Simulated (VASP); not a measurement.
# ZnS (F-43m) in VASP: notebook

The runs below take ZnS through single point, relaxation of cell and atoms, with PBE.

Everything below comes from runs of VASP 6.6.1. Logs are shortened: lines on timing, memory, paths and dates and some standing lists are left out, and cuts for length are marked.

## (1) The cell of the first run

The structure is cubic, space group F-43m (No. 216). The conventional cell has a = 5.443 Å, b = 5.443 Å, c = 5.443 Å, α = 90.00°, β = 90.00°, γ = 90.00°. Within 3.1 Å of Zn (site symmetry -43m) lie 4 S at 2.36 Å. Within 3.1 Å of S (site symmetry -43m) lie 4 Zn at 2.36 Å.

## (2) Single point, PBE

Input file INCAR:

```
SYSTEM = ZnS
ALGO     = Normal         ! electronic algorithm
EDIFF    = 1E-7           ! SCF threshold, eV
ENCUT    = 520            ! plane-wave cutoff, eV
GGA      = PE             ! functional
ISIF     = 2              ! what is computed and relaxed
ISMEAR   = 0              ! smearing method
LASPH    = .TRUE.         ! aspherical terms in the spheres
LCHARG   = .TRUE.         ! write CHGCAR
LELF     = .TRUE.         ! ELF
LREAL    = .FALSE.        ! projectors in reciprocal space
LVHAR    = .TRUE.       
LWAVE    = .FALSE.        ! write WAVECAR
NBANDS   = 16             ! bands
NELM     = 100            ! most SCF steps
PREC     = Accurate       ! precision mode
SIGMA    = 0.01           ! smearing width, eV
```

Input file KPOINTS:

```
k-points
0
G
  10 10 10
  0 0 0
```

Input file POSCAR:

```
ZnS
1.0
    0.0000000000      2.7216977293      2.7216977293
    2.7216977293      0.0000000000      2.7216977293
    2.7216977293      2.7216977293      0.0000000000
Zn S
1 1
Direct
    0.0000000000      0.0000000000      0.0000000000
    0.7500000000      0.7500000000      0.7500000000
```

Potentials or basis: VASP PAW PBE potentials, release 64 (Zn, S).

On the command line:

```bash
cat potpaw_PBE.64/Zn/POTCAR potpaw_PBE.64/S/POTCAR > POTCAR
mpirun -np 1 vasp_std > vasp.out
```

OUTCAR:

```text
SYSTEM = ZnS
   EDIFF = 1E-7
   ENCUT = 520
   GGA = PE
   ISIF = 2
   ISMEAR = 0
   LASPH = .TRUE.
   LREAL = .FALSE.
   NELM = 100
   PREC = Accurate

 ion  position               nearest neighbor table
   1  0.000  0.000  0.000-   2 2.36   2 2.36   2 2.36   2 2.36
   2  0.750  0.750  0.750-   1 2.36   1 2.36   1 2.36   1 2.36

  LATTYP: Found a face centered cubic cell.
 ALAT       =     5.4433954586

  Lattice vectors:

 A1 = (   0.0000000000,   2.7216977293,   2.7216977293)
 A2 = (   2.7216977293,   0.0000000000,   2.7216977293)
 A3 = (   2.7216977293,   2.7216977293,   0.0000000000)

Analysis of symmetry for initial positions (statically):
=====================================================================
 Subroutine PRICEL returns:
 Original cell was already a primitive cell.

 Routine SETGRP: Setting up the symmetry group for a
 face centered cubic supercell.

 Subroutine GETGRP returns: Found 24 space group operations
 (whereof 24 operations were pure point group operations)
 out of a pool of 48 trial point group operations.

The static configuration has the point symmetry T_d .

Analysis of symmetry for dynamics (positions and initial velocities):
=====================================================================
 Subroutine PRICEL returns:
 Original cell was already a primitive cell.

 Routine SETGRP: Setting up the symmetry group for a
 face centered cubic supercell.

 Subroutine GETGRP returns: Found 24 space group operations
 (whereof 24 operations were pure point group operations)
 out of a pool of 48 trial point group operations.

The dynamic configuration has the point symmetry T_d .

 Subroutine INISYM returns: Found 24 space group operations
 (whereof 24 operations are pure point group operations),
 and found     1 'primitive' translations

----------------------------------------------------------------------------------------

                                     Primitive cell

  volume of cell :      40.3227

  direct lattice vectors                    reciprocal lattice vectors
     0.000000000  2.721697729  2.721697729    -0.183708865  0.183708865  0.183708865
     2.721697729  0.000000000  2.721697729     0.183708865 -0.183708865  0.183708865
     2.721697729  2.721697729  0.000000000     0.183708865  0.183708865 -0.183708865

  length of vectors
     3.849061841  3.849061841  3.849061841     0.318193088  0.318193088  0.318193088

  position of ions in fractional coordinates (direct lattice)
     0.000000000  0.000000000  0.000000000
     0.750000000  0.750000000  0.750000000

  ion indices of the primitive-cell ions
   primitive index   ion index
                 1           1
                 2           2

----------------------------------------------------------------------------------------

 KPOINTS: k-points

Automatic generation of k-mesh.
 Grid dimensions read from file:
 generate k-points for:   10   10   10

 Generating k-lattice:

  Cartesian coordinates                     Fractional coordinates (reciprocal lattice)
    -0.018370886  0.018370886  0.018370886     0.100000000  0.000000000  0.000000000
     0.018370886 -0.018370886  0.018370886     0.000000000  0.100000000  0.000000000
     0.018370886  0.018370886 -0.018370886     0.000000000  0.000000000  0.100000000

  Length of vectors
     0.031819309  0.031819309  0.031819309

  Shift w.r.t. Gamma in fractional coordinates (k-lattice)
     0.000000000  0.000000000  0.000000000

 Subroutine IBZKPT returns following result:
 ===========================================

 Found     47 irreducible k-points:

 Following reciprocal coordinates:
            Coordinates               Weight
  0.000000  0.000000  0.000000      1.000000
  0.100000  0.000000  0.000000      8.000000
  0.200000  0.000000  0.000000      8.000000
  0.300000  0.000000  0.000000      8.000000
  0.400000  0.000000  0.000000      8.000000
  0.500000  0.000000  0.000000      4.000000
[... 16 lines left out ...]
  0.300000  0.300000  0.000000      6.000000
  0.400000  0.300000  0.000000     24.000000
 [... further k-points ...]
   k-points           NKPTS =     47   k-points in BZ     NKDIM =     47   number of bands    NBANDS=     16
   number of dos      NEDOS =    301   number of ions     NIONS =      2
   total plane-waves  NPLWV =  27000
   dimension x,y,z NGX =    30 NGY =   30 NGZ =   30
   dimension x,y,z NGXF=    60 NGYF=   60 NGZF=   60
   ions per type =               1   1
   NGX,Y,Z   is equivalent  to a cutoff of  12.96, 12.96, 12.96 a.u.
   NGXF,Y,Z  is equivalent  to a cutoff of  25.91, 25.91, 25.91 a.u.
 SYSTEM =  ZnS
   PREC   = accura    normal or accurate (medium, high low for compatibility)
   ISTART =      0    job   : 0-new  1-cont  2-samecut
   ICHARG =      2    charge: 1-file 2-atom 10-const
   ISPIN  =      1    spin polarized calculation?
   LNONCOLLINEAR =      F non collinear calculations
   LSORBIT =      F    spin-orbit coupling
   LASPH  =      T    aspherical Exc in radial PAW
   ENCUT  =  520.0 eV  38.22 Ry    6.18 a.u.   7.16  7.16  7.16*2*pi/ulx,y,z
   NELM   =    100;   NELMIN=  2; NELMDL= -5     # of ELM steps
   EDIFF  = 0.1E-06   stopping-criterion for ELM
   LREAL  =      F    real-space projection
   EDIFFG = 0.1E-05   stopping-criterion for IOM
   NSW    =      0    number of steps for IOM
   IBRION =     -1    ionic relax: 0-MD 1-quasi-New 2-CG
   NFREE  =      0    steps in history (QN), initial steepest desc. (CG)
   ISIF   =      2    stress and relaxation
   ISYM   =      2    0-nonsym 1-usesym 2-fastsym
   POTIM  = 0.5000    time-step for ionic-motion
   TEBEG  =    0.0;   TEEND  =   0.0 temperature during run
   PSTRESS=    0.0 pullay stress
   NELECT =      18.0000    total number of electrons
   NUPDOWN=      -1.0000    fix difference up-down
   EMIN   =  10.00;   EMAX   =-10.00  energy-range for DOS
   EFERMI =   0.00;   METHOD = LEGACY
   ISMEAR =     0;   SIGMA  =   0.01  broadening in eV -4-tet -1-fermi 0-gaus
   EFERMI_NEDOS =   21; number of points for ismear=-14 and -15
   IALGO  =     38    algorithm
   IMIX   =      4    mixing-type and parameters
     AMIX     =   0.40;   BMIX     =  1.00
     AMIX_MAG =   1.60;   BMIX_MAG =  1.00
  volume/ion in A,a.u.               =      20.16       136.06
  Fermi-wavevector in a.u.,A,eV,Ry     =   1.251168  2.364365 21.298865  1.565422
  Thomas-Fermi vector in A             =   2.385129
   LORBIT       =      0    0 simple, 1 ext, 2 COOP (PROOUT), +10 PAW based schemes
   GGA     = PE    functional components
   LHFCALC =     F    Hartree Fock is set to
   AEXX    =    0.0000 exact exchange contribution
   IVDW    =     0    specifies the selected vdW correction
   LEPSILON=     F    determine dielectric tensor
   LRPA    =     F    only Hartree local field effects (RPA)
 non-spin polarized calculation
 Gauss-broadening in eV      SIGMA  =   0.01
  energy-cutoff  :      520.00
  volume of cell :       40.32
 maximum number of plane-waves:      1106
 NGX is ok and might be reduce to    30
   NGX = 15   NGY = 15   NGZ = 15

 number of electron      18.0000008 magnetization

 Free energy of the ion-electron system (eV)
  ---------------------------------------------------
  ext. energy  EPLUGINS =         0.00000000
  ---------------------------------------------------
  free energy    TOTEN  =        -6.85259186 eV

  energy without entropy =       -6.85259186  energy(sigma->0) =       -6.85259186

 E-fermi :   1.9543     XC(G=0):  -9.5278

 val. band max:        1.9059130074   @ k =   0.0000   0.0000   0.0000
 cond. band min:       3.9254922474   @ k =   0.0000   0.0000   0.0000
 fundamental gap:      2.0195792399
 Fermi energy:         1.9543361326

 k-point     1 :       0.0000    0.0000    0.0000
  band No.  band energies     occupation
      1     -11.0849      2.00000
      2      -4.3487      2.00000
      3      -4.3487      2.00000
      4      -4.3487      2.00000
      5      -3.8760      2.00000
      6      -3.8760      2.00000
[... 8 lines left out ...]
     15      13.6431      0.00000
     16      13.6554      0.00000

 k-point     2 :       0.1000    0.0000    0.0000
  band No.  band energies     occupation
      1     -11.0122      2.00000
      2      -4.3476      2.00000
      3      -4.3355      2.00000
      4      -4.3355      2.00000
      5      -3.8771      2.00000
      6      -3.8771      2.00000
[... 8 lines left out ...]
     15      13.2083      0.00000
     16      14.2420      0.00000

 k-point     3 :       0.2000    0.0000    0.0000
  band No.  band energies     occupation
      1     -10.8119      2.00000
      2      -4.3268      2.00000
      3      -4.3030      2.00000
      4      -4.3030      2.00000
      5      -3.8771      2.00000
      6      -3.8771      2.00000
[... 8 lines left out ...]
     15      12.7961      0.00000
     16      14.3614      0.00000

 k-point     4 :       0.3000    0.0000    0.0000
  band No.  band energies     occupation
      1     -10.5406      2.00000
      2      -4.2681      2.00000
      3      -4.2681      2.00000
      4      -4.2359      2.00000
      5      -3.8692      2.00000
      6      -3.8692      2.00000
[... 8 lines left out ...]
     15      13.1521      0.00000
     16      13.8070      0.00000
[... 324 lines left out ...]
 k-point    22 :      -0.2000    0.2000    0.0000
  band No.  band energies     occupation
      1     -10.4487      2.00000
      2      -4.2487      2.00000
      3      -4.2452      2.00000
      4      -4.2215      2.00000
      5      -3.8959      2.00000
      6      -3.8401      2.00000
[... 8 lines left out ...]
     15      14.6997      0.00000
     16      16.3769      0.00000

 k-point    23 :       0.3000    0.3000    0.0000
  band No.  band energies     occupation
      1     -10.3583      2.00000
      2      -4.3847      2.00000
      3      -4.1574      2.00000
      4      -4.1574      2.00000
      5      -3.9031      2.00000
      6      -3.8294      2.00000
[... 8 lines left out ...]
     15      14.7082      0.00000
     16      18.3989      0.00000

 k-point    24 :       0.4000    0.3000    0.0000
  band No.  band energies     occupation
      1     -10.1660      2.00000
      2      -4.3496      2.00000
      3      -4.1148      2.00000
      4      -4.1052      2.00000
      5      -3.8494      2.00000
      6      -3.8222      2.00000
[... 8 lines left out ...]
     15      15.2357      0.00000
     16      17.6094      0.00000

 [... further k-points ...]

------------------------ aborting loop because EDIFF is reached ----------------------------------------

  FORCE on cell =-STRESS in cart. coord.  units (eV):
  Direction    XX          YY          ZZ          XY          YZ          ZX
  --------------------------------------------------------------------------------------
  -------------------------------------------------------------------------------------
  Total        0.0408509      0.0408509      0.0408509      0.0000000     -0.0000000      0.0000000
  in kB        1.6231626      1.6231626      1.6231626      0.0000000     -0.0000000      0.0000000
  external PRESSURE =       1.6231626 kB  Pullay stress =       0.0000000 kB

 VOLUME and BASIS-vectors are now :
 -----------------------------------------------------------------------------
  energy-cutoff  :      520.00
  volume of cell :       40.32
      direct lattice vectors                 reciprocal lattice vectors
     0.000000000  2.721697729  2.721697729    -0.183708865  0.183708865  0.183708865
     2.721697729  0.000000000  2.721697729     0.183708865 -0.183708865  0.183708865
     2.721697729  2.721697729  0.000000000     0.183708865  0.183708865 -0.183708865

 POSITION                                       TOTAL-FORCE (eV/Angst)
 -----------------------------------------------------------------------------------
      0.00000      0.00000      0.00000        -0.000000     -0.000000     -0.000000
      4.08255      4.08255      4.08255         0.000000      0.000000      0.000000
 -----------------------------------------------------------------------------------
    total drift:                                0.000000      0.000000      0.000000

  FREE ENERGIE OF THE ION-ELECTRON SYSTEM (eV)
  ---------------------------------------------------
  free  energy   TOTEN  =        -6.8525918623 eV

  energy  without entropy=       -6.8525918623  energy(sigma->0) =       -6.85259186
```

It took 30 s on 1 thread of Intel Xeon Platinum 8375C at 2.90GHz (Ice Lake), shared host; peak memory 0.18 GiB.

What came out:

```
Free energy            : -6.8526 eV
Pressure               : 0.2 GPa
Band gap on the k mesh : 2.02 eV, direct
```

(Part 1 of 3 ends here.)
